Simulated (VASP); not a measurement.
The system is YBeCl5.

```xyz
7
Lattice="4.6273 0.0000 0.0000 0.0000 4.6273 0.0000 0.0000 0.0000 8.1923" Properties=species:S:1:pos:R:3 pbc="T T T"
Y     2.3137    2.3137    0.0000
Be    0.0000    0.0000    4.0961
Cl    0.0000    2.3137    2.4278
Cl    0.0000    2.3137    5.7645
Cl    2.3137    0.0000    2.4278
Cl    2.3137    0.0000    5.7645
Cl    0.0000    0.0000    0.0000
```

- Program: VASP 6.6.1
- Task: relaxation of cell and atoms
- Functional: PBEsol
- Potentials or basis: VASP PAW PBE potentials, release 64 (Y_sv, Be, Cl)
- Cutoff: 600 eV
- k mesh: 4 × 4 × 4
- Occupations: fermi-dirac, width 0.03 eV
- Spin: no spin polarisation

At the start: pressure -11.0 GPa; volume 25.06 Å³/atom.

Problem. Where does the relaxation end?

Solution. Over 10 steps the energy falls by 320.6 meV/atom and the volume is 18.56 Å³/atom (-25.9 %); space group P4/mmm (No. 123, to 0.05 Å).

Step by step:
```tsv
step	energy change (eV)	largest force (eV/Å)	pressure (GPa)	volume (Å³)
1	0.0000	0.1083	-10.95	175.41
2	-2.1570	0.0497	-2.69	135.32
3	-2.2205	0.0413	0.06	129.72
4	-2.2210	0.0401	0.52	128.89
5	-2.2394	0.1119	0.26	129.35
6	-2.2404	0.1351	0.19	129.48
7	-2.2436	0.0658	-0.05	129.99
8	-2.2441	0.0223	-0.21	130.32
9	-2.2445	0.0064	0.06	129.85
10	-2.2445	0.0009	0.01	129.94
```

Final structure:
```
Y Be Cl
1.0
     4.30257    0.00000    0.00000
     0.00000    4.30257    0.00000
     0.00000    0.00000    7.01902
Y Be Cl
1 1 5
Cartesian
  2.1513 2.1513 0.0000
  0.0000 0.0000 3.5095
  0.0000 2.1513 2.0575
  0.0000 2.1513 4.9615
  2.1513 0.0000 2.0575
  2.1513 0.0000 4.9615
  0.0000 0.0000 0.0000
```

Caveat: the volume moved by over 15 % at a fixed basis, so the end points are rough; the PAW data sets were made with another functional, which shifts forces and pressure a little.
